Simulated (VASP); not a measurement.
Set up this calculation in VASP 6.6.1, as the native input.

| Property | Result |
| --- | --- |
| Task | single point |
| Functional | PBE |
| Dispersion | D3(BJ) |
| Potentials or basis | VASP PAW PBE potentials, release 64 (C, O, H) |
| Cutoff | 520 eV |
| k mesh | 1 × 1 × 1 |
| Occupations | fermi-dirac, width 0.02 eV |
| Spin | no spin polarisation |
| Dipole correction | no |
| Further INCAR settings | LREAL = Auto; ALGO = Normal; EDIFF = 1e-07; NBANDS = 66 |

The structure of H4CO lies in POSCAR:

```
H4CO
1.0
    7.3803230000      0.0000000000      0.0000000000
    0.0000000000      7.3803230000      0.0000000000
    0.0000000000      0.0000000000      7.3803230000
C O H
6 6 24
Direct
    0.3140241965      0.9530206198      0.5239743572
    0.1056186836      0.7825131773      1.0787468245
    0.8012250954      0.2574413071      0.6735477566
    0.8536889239      0.3905926611      0.1776616010
    0.3695095730      0.1603046371      0.9462052000
    0.3675584388      0.4786646872      0.5353559729
    0.4761851209      0.8744468230      0.5902858181
    0.2357891382      0.6387525316      1.0861177756
    0.7858599143      0.1043992248      0.5540272424
    0.8151269260      0.2078364321      0.1695454250
    0.4816455865      0.1077730609      1.0914833944
    0.1938668538      0.5059534657      0.4453328127
    0.2444879445      0.8781322985      0.4082612644
    0.5767362756      0.9592263103      0.5792564905
    0.2168333283      0.9620581647      0.6279941948
    0.3432505596      1.0995860208      0.4813068480
   -0.0155819739      0.7170417880      1.0322041461
    0.3331967991      0.6529389025      0.9956339309
    0.0870964591      0.8376733647      1.2111394041
    0.1309834271      0.8976165406      0.9758244998
    0.6620848437      0.3048376067      0.7141828345
    0.8167122225      0.1463892569      0.4257808229
    0.8830236834      0.1967800054      0.7931902167
    0.8719537072      0.3804847024      0.6175610471
    0.9599579856      0.4337073052      0.2768713510
    0.7075571083      0.1851138494      0.1103339244
    0.8822649090      0.4740713923      0.0482092721
    0.7388159028      0.4787324349      0.2167520310
    0.4613754710      0.1727702162      0.8256007224
    0.4023265648      0.0672734784      1.1853004266
    0.2505174909      0.0661624159      0.9157187294
    0.3295384226      0.3059080206      0.9641854428
    0.3981126571      0.5535801075      0.6577083415
    0.2298408891      0.5752729250      0.3312998632
    0.3999147463      0.3335761863      0.5529568286
    0.4731364738      0.5411551771      0.4554001227
```

The input as run:

INCAR

```
  ALGO = Normal
  EDIFF = 1E-7
  ENCUT = 520
  GGA = PE
  ISIF = 2
  ISMEAR = -1
  IVDW = 12
  LASPH = True
  LCHARG = False
  LREAL = Auto
  LWAVE = False
  NBANDS = 66
  NELM = 60
  PREC = Accurate
  SIGMA = 0.02
```

KPOINTS

```
k-points
0
Gamma
  1 1 1
```

Potentials or basis: VASP PAW PBE potentials, release 64 (C, O, H).

The run is started by

```sh
$ cat potpaw_PBE.64/C/POTCAR potpaw_PBE.64/O/POTCAR potpaw_PBE.64/H/POTCAR > POTCAR
$ mpirun -np 1 vasp_gam > vasp.out
```

Results of the run:

```json
{
  "Pressure": "-0.6 GPa",
  "Largest force": "4.027 eV/Å",
  "Band gap on the k mesh": "4.70 eV",
  "Dispersion energy per atom": "-0.034 eV"
}
```

Caveat: the k points lie up to 0.85 Å⁻¹ apart.

Run time: 64 s on 1 thread of Intel(R) Xeon(R) Platinum 8259CL CPU @ 2.50GHz (Skylake/Cascade Lake), with other jobs on the host, peak memory 0.38 GiB.
